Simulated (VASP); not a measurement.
# MnSn2 (I4/mcm) in VASP: single point with PBEsol

Aim: the single point of MnSn2 with PBEsol.

Everything below comes from runs of VASP 6.6.1. Logs are shortened: lines on timing, memory, paths and dates and some standing lists are left out, and cuts for length are marked.

### Step 1. The cell of the first run

Symmetry: I4/mcm, No. 140, tetragonal system. Conventional cell: a = 6.366 Å, b = 6.366 Å, c = 5.221 Å, α = 90.00°, β = 90.00°, γ = 90.00°. Mn (site symmetry 422) has 2 Mn at 2.61 Å and 8 Sn at 2.72 Å within 3.4 Å. Within 3.6 Å of Sn (site symmetry m2m) lie 4 Mn at 2.72 Å and 11 Sn at 2.95 to 3.37 Å.

### Step 2. Single point, PBEsol, collinear spin, ferromagnetic start (17.64 Å³/atom)

File INCAR:

```
SYSTEM = MnSn2
PREC = Accurate
ENCUT = 520
EDIFF = 1E-6
ISMEAR = 0
SIGMA = 0.1
LREAL = .False.
LASPH = .True.
NELM = 150
ALGO = Fast
ISIF = 2
LWAVE = .False.
LCHARG = .False.
ISPIN = 2
MAGMOM = 2.44 2.44 0 0 0 0
LORBIT = 11
LMAXMIX = 4
GGA = PS
NBANDS = 54
KPAR = 4
```

File KPOINTS:

```
Automatic mesh
0
Gamma
  8 8 8
  0 0 0
```

File POSCAR:

```
MnSn2
1.0
   -3.1832432099      3.1832432099      2.6106766832
    3.1832432099     -3.1832432099      2.6106766832
    3.1832432099      3.1832432099     -2.6106766832
Mn Sn
2 4
Direct
    0.7500000000      0.7500000000      0.0000000000
    0.2500000000      0.2500000000      0.0000000000
    0.1636019634      0.6636019634      0.8272039269
    0.6636019634      0.8363980366      0.5000000000
    0.8363980366      0.3363980366      0.1727960731
    0.3363980366      0.1636019634      0.5000000000
```

Potentials or basis: VASP PAW PBE potentials, release 64 (Mn_pv, Sn_d).

Launch:

```bash
cat potpaw_PBE.64/Mn_pv/POTCAR potpaw_PBE.64/Sn_d/POTCAR > POTCAR
mpirun -np 4 vasp_std > vasp.out
```

OUTCAR:

```text
SYSTEM = MnSn2
   PREC = Accurate
   ENCUT = 520
   EDIFF = 1E-6
   ISMEAR = 0
   LREAL = .False.
   LASPH = .True.
   NELM = 150
   ISIF = 2
   ISPIN = 2
   LORBIT = 11
   GGA = PS

 ion  position               nearest neighbor table
   1  0.750  0.750  0.000-   2 2.61   2 2.61   5 2.72   3 2.72   3 2.72   5 2.72   4 2.72   6 2.72
                             4 2.72   6 2.72
   2  0.250  0.250  0.000-   1 2.61   1 2.61   5 2.72   3 2.72   3 2.72   5 2.72   6 2.72   4 2.72
                             4 2.72   6 2.72
   3  0.164  0.664  0.827-   1 2.72   2 2.72   1 2.72   2 2.72   5 2.95   5 3.04   5 3.04   4 3.34
                             6 3.34   6 3.34   4 3.34   4 3.37   6 3.37   6 3.37   4 3.37
   4  0.664  0.836  0.500-   2 2.72   1 2.72   1 2.72   2 2.72   6 2.95   6 3.04   6 3.04   3 3.34
                             5 3.34   3 3.34   5 3.34   3 3.37   5 3.37   5 3.37   3 3.37
   5  0.836  0.336  0.173-   1 2.72   2 2.72   1 2.72   2 2.72   3 2.95   3 3.04   3 3.04   6 3.34
                             4 3.34   6 3.34   4 3.34   6 3.37   4 3.37   6 3.37   4 3.37
   6  0.336  0.164  0.500-   1 2.72   2 2.72   2 2.72   1 2.72   4 2.95   4 3.04   4 3.04   3 3.34
                             5 3.34   3 3.34   5 3.34   3 3.37   5 3.37   3 3.37   5 3.37

  LATTYP: Found a body centered tetragonal cell.
 ALAT       =     6.3664864198
 C/A-ratio  =     0.8201310773

  Lattice vectors:

 A1 = (  -3.1832432099,   3.1832432099,   2.6106766832)
 A2 = (   3.1832432099,  -3.1832432099,   2.6106766832)
 A3 = (   3.1832432099,   3.1832432099,  -2.6106766832)

Analysis of symmetry for initial positions (statically):
=====================================================================
 Subroutine PRICEL returns:
 Original cell was already a primitive cell.

 Routine SETGRP: Setting up the symmetry group for a
 body centered tetragonal supercell.

 Subroutine GETGRP returns: Found 16 space group operations
 (whereof  8 operations were pure point group operations)
 out of a pool of 16 trial point group operations.

The static configuration has the point symmetry C_4h.
 The point group associated with its full space group is D_4h.

Analysis of symmetry for dynamics (positions and initial velocities):
=====================================================================
 Subroutine PRICEL returns:
 Original cell was already a primitive cell.

 Routine SETGRP: Setting up the symmetry group for a
 body centered tetragonal supercell.

 Subroutine GETGRP returns: Found 16 space group operations
 (whereof  8 operations were pure point group operations)
 out of a pool of 16 trial point group operations.

The dynamic configuration has the point symmetry C_4h.
[... 162 lines left out ...]
 number of electron      82.0000000 magnetization       3.8244859

 Free energy of the ion-electron system (eV)
  ---------------------------------------------------
  ext. energy  EPLUGINS =         0.00000000
  ---------------------------------------------------
  free energy    TOTEN  =       -36.48112571 eV

  energy without entropy =      -36.46433381  energy(sigma->0) =      -36.47272976

 E-fermi :  11.0034     XC(G=0): -12.2508

 val. band max:       10.9850995327   @ k =   0.2500   0.1250   0.1250
 cond. band min:      11.0104408416   @ k =  -0.1250   0.3750   0.1250
 fundamental gap:      0.0253413089
 Fermi energy:        11.0033632169

 spin component 1

 k-point     1 :       0.0000    0.0000    0.0000
  band No.  band energies     occupation
      1     -37.5371      1.00000
      2     -37.5286      1.00000
      3     -37.5286      1.00000
      4     -37.5025      1.00000
      5     -37.5025      1.00000
      6     -37.2949      1.00000
[... 1333 lines left out ...]
     52      15.9325      0.00000
     53      17.0484      0.00000

 [... further k-points ...]

 spin component 2

 k-point     1 :       0.0000    0.0000    0.0000
  band No.  band energies     occupation
      1     -35.4301      1.00000
      2     -35.3933      1.00000
      3     -35.3933      1.00000
      4     -35.3645      1.00000
      5     -35.3645      1.00000
      6     -35.1640      1.00000
[... 1333 lines left out ...]
     52      16.2094      0.00000
     53      17.2973      0.00000

 [... further k-points ...]

 [bands above 53 left out]

------------------------ aborting loop because EDIFF is reached ----------------------------------------

  FORCE on cell =-STRESS in cart. coord.  units (eV):
  Direction    XX          YY          ZZ          XY          YZ          ZX
  --------------------------------------------------------------------------------------
  -------------------------------------------------------------------------------------
  Total        4.6125100      4.6125100      4.6368559      0.0000000      0.0000000      0.0000000
  in kB       69.8385444     69.8385444     70.2071679      0.0000000      0.0000000      0.0000000
  external PRESSURE =      69.9614189 kB  Pullay stress =       0.0000000 kB

 VOLUME and BASIS-vectors are now :
 -----------------------------------------------------------------------------
  energy-cutoff  :      520.00
  volume of cell :      105.82
      direct lattice vectors                 reciprocal lattice vectors
    -3.183243210  3.183243210  2.610676683     0.000000000  0.157072510  0.191521226
     3.183243210 -3.183243210  2.610676683     0.157072510  0.000000000  0.191521226
     3.183243210  3.183243210 -2.610676683     0.157072510  0.157072510  0.000000000

 POSITION                                       TOTAL-FORCE (eV/Angst)
 -----------------------------------------------------------------------------------
      0.00000      0.00000      3.91602         0.000000      0.000000     -0.000000
      0.00000      0.00000      1.30534         0.000000      0.000000     -0.000000
      4.22481      1.04157     -0.00000         0.000094      0.000094     -0.000000
      2.14167      1.04157      2.61068        -0.000094      0.000094     -0.000000
     -1.04157      2.14167      2.61068        -0.000094     -0.000094      0.000000
      1.04157      2.14167      0.00000         0.000094     -0.000094     -0.000000
 -----------------------------------------------------------------------------------
    total drift:                               -0.000000     -0.000000      0.000000

  FREE ENERGIE OF THE ION-ELECTRON SYSTEM (eV)
  ---------------------------------------------------
  free  energy   TOTEN  =       -36.4811257147 eV

  energy  without entropy=      -36.4643338101  energy(sigma->0) =      -36.47272976

 total charge

# of ion       s       p       d       tot
------------------------------------------
    1        0.301   6.284   5.243  11.828
    2        0.301   6.284   5.243  11.828
    3        1.170   1.213  10.048  12.431
    4        1.170   1.213  10.048  12.431
    5        1.170   1.213  10.048  12.431
    6        1.170   1.213  10.048  12.431
--------------------------------------------------
tot          5.281  17.421  50.676  73.378

 magnetization (x)

# of ion       s       p       d       tot
------------------------------------------
    1        0.013   0.011   2.021   2.045
    2        0.013   0.011   2.021   2.045
    3       -0.015  -0.064   0.005  -0.075
    4       -0.015  -0.064   0.005  -0.075
    5       -0.015  -0.064   0.005  -0.075
    6       -0.015  -0.064   0.005  -0.075
--------------------------------------------------
tot         -0.035  -0.237   4.062   3.790
```

OSZICAR:

```text
N       E                     dE             d eps       ncg     rms          rms(c)
DAV:   1     0.100377010083E+04    0.10038E+04   -0.40257E+04 13516   0.258E+03
DAV:   2     0.120683413777E+03   -0.88309E+03   -0.85035E+03 12744   0.701E+02
DAV:   3    -0.298161934811E+02   -0.15050E+03   -0.14437E+03 13100   0.237E+02
DAV:   4    -0.386614206501E+02   -0.88452E+01   -0.87129E+01 14802   0.618E+01
DAV:   5    -0.389146191180E+02   -0.25320E+00   -0.25298E+00 15002   0.112E+01    0.186E+01
RMM:   6    -0.446735962692E+02   -0.57590E+01   -0.36644E+01 14299   0.266E+01    0.273E+01
RMM:   7    -0.365775477593E+02    0.80960E+01   -0.76084E+00 15450   0.138E+01    0.549E+00
RMM:   8    -0.364651030068E+02    0.11244E+00   -0.66799E-01 15035   0.415E+00    0.194E+00
RMM:   9    -0.364764164227E+02   -0.11313E-01   -0.13328E-01 16542   0.162E+00    0.126E+00
RMM:  10    -0.364825435597E+02   -0.61271E-02   -0.27913E-02 19187   0.979E-01    0.496E-01
RMM:  11    -0.364811862864E+02    0.13573E-02   -0.60872E-03 18840   0.415E-01    0.229E-01
RMM:  12    -0.364810589884E+02    0.12730E-03   -0.18088E-03 19238   0.237E-01    0.800E-02
RMM:  13    -0.364811156250E+02   -0.56637E-04   -0.55089E-04 20498   0.107E-01    0.489E-02
RMM:  14    -0.364811240622E+02   -0.84372E-05   -0.73121E-05 19262   0.401E-02    0.204E-02
RMM:  15    -0.364811248716E+02   -0.80939E-06   -0.13528E-05 15735   0.207E-02    0.949E-03
RMM:  16    -0.364811257147E+02   -0.84304E-06   -0.24805E-06 10977   0.975E-03
   1 F= -.36481126E+02 E0= -.36472730E+02  d E =-.167919E-01  mag=     3.8252
```

Run time: 4.4 min. Hardware: 4 MPI ranks of AMD EPYC 7R13 (Zen 3), shared host; peak memory 0.58 GiB.

Results:

```yaml
Free_energy: -36.4811 eV
Pressure: 7.0 GPa
Net_moment: 3.82 μB per cell
Site_moments: Mn +2.04; Sn -0.07 μB
Valence_electrons_inside_the_program's_atomic_spheres: Mn 11.83; Sn 12.43
```

Levels at points of the mesh, in eV from the Fermi level:
Spin up:
```csv
k point,band 39,band 40,band 41,band 42,band 43,band 44,band 45,band 46,band 47,band 48
"(0.00, 0.00, 0.00)",-1.76,-1.65,-1.33,-0.92,-0.64,-0.64,0.53,0.64,0.64,0.66
"(0.50, 0.00, 0.00)",-1.28,-1.28,-0.87,-0.87,0.30,0.30,2.32,2.32,3.52,3.52
"(0.50, 0.50, 0.00)",-1.71,-1.30,-1.24,-0.74,-0.63,0.84,1.39,1.62,3.22,3.95
"(0.50, 0.50, 0.50)",-1.15,-0.73,-0.73,0.57,0.78,1.85,2.75,2.75,2.92,3.39
```
Spin down:
```
           k point  band 35  band 36  band 37  band 38  band 39  band 40  band 41  band 42  band 43  band 44
(0.00, 0.00, 0.00)    -2.40    -2.40    -2.14    -1.68    -1.20    -0.88     0.19     0.36     1.57     1.57
(0.50, 0.00, 0.00)    -1.04    -1.04    -0.71    -0.71     0.25     0.25     0.85     0.85     1.40     1.40
(0.50, 0.50, 0.00)    -2.55    -2.08    -1.93    -1.04    -0.19    -0.11     0.33     1.41     1.58     2.13
(0.50, 0.50, 0.50)    -1.52    -1.06    -0.57     0.18     0.42     0.85     1.39     1.39     1.97     2.16
```

Caveat: the cell stands under pressure; the PAW data sets were made with another functional, which shifts forces and pressure a little; spin-orbit coupling is left out, which moves the levels of the heavy elements.
